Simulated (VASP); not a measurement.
The system is PbO.

```
Pb O
1.0
     3.95298    0.00000    0.00000
     0.00000    3.95298    0.00000
     0.00000    0.00000    5.17720
Pb O
2 2
Cartesian
  0.0000 1.9765 1.1844
  1.9765 0.0000 3.9928
  1.9765 1.9765 0.0000
  0.0000 0.0000 0.0000
```

```yaml
Program: VASP 6.6.1
Task: relaxation of cell and atoms
Functional: PBE
Potentials_or_basis: VASP PAW PBE potentials, release 64 (Pb_d, O)
Cutoff: 600 eV
k_mesh: 8 × 8 × 6
Occupations: gaussian, width 0.02 eV
Spin: no spin polarisation
```

At the start: pressure 5.3 GPa; volume 20.22 Å³/atom.

Problem. Where does the relaxation end?

Solution. Over 21 steps the energy falls by 24.1 meV/atom and the volume is 22.79 Å³/atom (+12.7 %); space group P4/nmm (No. 129, to 0.1 Å) before and after.

Step by step:
| step | energy change (eV) | largest force (eV/Å) | pressure (GPa) | volume (Å³) |
| --- | --- | --- | --- | --- |
| 1 | 0.0000 | 0.6418 | 5.29 | 80.90 |
| 2 | -0.0170 | 1.0026 | -3.36 | 88.97 |
| 3 | -0.0756 | 0.2897 | 0.25 | 85.02 |
| 4 | -0.0834 | 0.1892 | 0.19 | 85.70 |
| 5 | -0.0870 | 0.0097 | -0.01 | 87.17 |
| 6 | -0.0877 | 0.0430 | 0.03 | 86.76 |
| 7 | -0.0887 | 0.0196 | 0.15 | 86.91 |
| 8 | -0.0909 | 0.0503 | 0.41 | 87.35 |
| 9 | -0.0911 | 0.1985 | 1.02 | 88.21 |
| 10 | -0.0917 | 0.1311 | 0.76 | 87.83 |
| 11 | -0.0920 | 0.1276 | 0.73 | 87.91 |
| 12 | -0.0927 | 0.1131 | 0.65 | 88.15 |
| 13 | -0.0941 | 0.0854 | 0.52 | 88.65 |
| 14 | -0.0957 | 0.0297 | 0.25 | 89.63 |
| 15 | -0.0958 | 0.0792 | -0.21 | 91.59 |
| 16 | -0.0963 | 0.0268 | 0.02 | 90.65 |
| 17 | -0.0963 | 0.0315 | -0.01 | 90.76 |
| 18 | -0.0964 | 0.0269 | -0.01 | 90.82 |
| 19 | -0.0964 | 0.0145 | 0.02 | 90.97 |
| 20 | -0.0965 | 0.0116 | 0.05 | 91.29 |
| 21 | -0.0965 | 0.0003 | 0.03 | 91.16 |

Final structure:
```
Pb O
1.0
     4.05493    0.00000    0.00000
     0.00000    4.05493    0.00000
     0.00000    0.00000    5.54418
Pb O
2 2
Direct
  0.00000 0.50000 0.21507
  0.50000 0.00000 0.78493
  0.50000 0.50000 0.00000
  0.00000 0.00000 0.00000
```
